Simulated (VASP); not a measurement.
Set up this calculation in VASP 6.6.1, as the native input.

```yaml
Task: single point
Functional: PBE
Potentials_or_basis: VASP PAW PBE potentials, release 64 (Pb_d, S)
Cutoff: 520 eV
k_mesh: 3 × 3 × 2
Occupations: fermi-dirac, width 0.02 eV
Spin: no spin polarisation
Dipole_correction: no
Further_INCAR_settings: LREAL = Auto; ALGO = Normal; EDIFF = 1e-06; NBANDS = 94
```

The structure of PbS lies in POSCAR:

```
PbS
1.0
    9.9940628279      0.0000000001      0.0000000000
   -4.9970314140      8.6551122960      0.0000000000
    0.0000000000      0.0000000000      5.9976977314
Pb S
8 8
Direct
    0.1676127790      0.3342761944     -0.0650769708
    0.3332854967      0.1665000927      0.4358263982
    0.1661015660      0.8329732479     -0.0641494482
    0.3330485507      0.6651629468      0.4359281039
    0.6678224135      0.3343113181     -0.0658999532
    0.8331349776      0.1691112663      0.4344597072
    0.6653981928      0.8326332176     -0.0626583761
    0.8350065888      0.6668107591      0.4367807644
    0.1624429689      0.3280079914      0.4397398999
    0.3326762216      0.1639777684      0.9387875569
    0.1708247038      0.8350507484      0.4365886907
    0.3344125045      0.6682152469      0.9359713096
    0.6603735480      0.3298571876      0.4432900955
    0.8314686236      0.1649316555      0.9361705527
    0.6688772540      0.8359603842      0.4440125394
    0.8330471880      0.6678849219      0.9389167731
```

The input as run:

INCAR

```
PREC = Accurate
ENCUT = 520
EDIFF = 1E-6
ISMEAR = -1
SIGMA = 0.02
LREAL = Auto
LASPH = T
NELM = 60
ALGO = Normal
ISIF = 2
LWAVE = F
LCHARG = F
GGA = PE
NBANDS = 94
```

KPOINTS

```
regular mesh
0
Gamma
  3 3 2
```

Potentials or basis: VASP PAW PBE potentials, release 64 (Pb_d, S).

Run with:

```console
$ cat potpaw_PBE.64/Pb_d/POTCAR potpaw_PBE.64/S/POTCAR > POTCAR
$ mpirun -np 1 vasp_std > vasp.out
```

It gave:

```json
{"Pressure": "1.5 GPa", "Largest force": "0.154 eV/Å", "Band gap on the k mesh": "1.39 eV"}
```

Caveat: the k points lie up to 0.52 Å⁻¹ apart; the atoms stand as in a frame of molecular dynamics; spin-orbit coupling is left out, which moves the levels of the heavy elements; an odd mesh through Γ misses points on the zone boundary, where band edges can lie.

Wall time 13 min on 1 thread of Intel(R) Xeon(R) Platinum 8488C (Sapphire Rapids), with other jobs on the host, peak memory 0.78 GiB.
